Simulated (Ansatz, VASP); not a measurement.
**Sr: VASP beside Ansatz**

```
CELL_PARAMETERS angstrom
0.00000 3.05211 3.05211
3.05211 0.00000 3.05211
3.05211 3.05211 0.00000
ATOMIC_POSITIONS crystal
Sr 0.00000 0.00000 0.00000
```

Alike in both runs: task single point; functional r2SCAN; k mesh 9 × 9 × 9; occupations gaussian, width 0.3 eV; no spin polarisation.

|  | VASP | Ansatz |
| --- | --- | --- |
| version | VASP 6.6.1 | Ansatz 0.2.0 |
| potentials or method | VASP PAW PBE potentials, release 64 (Sr_sv), cutoff 520 eV | plane waves (500 eV) with PAW, scalar-relativistic |
| valence electrons in the cell | 10 | 10 |

```tsv
	VASP	Ansatz	Ansatz less VASP
pressure (GPa)	0.0	0.0	-0.02
```

VASP's potentials were made for PBE, not for r2SCAN. The functional is the same, so the differences come from potentials, cutoffs and numerics.
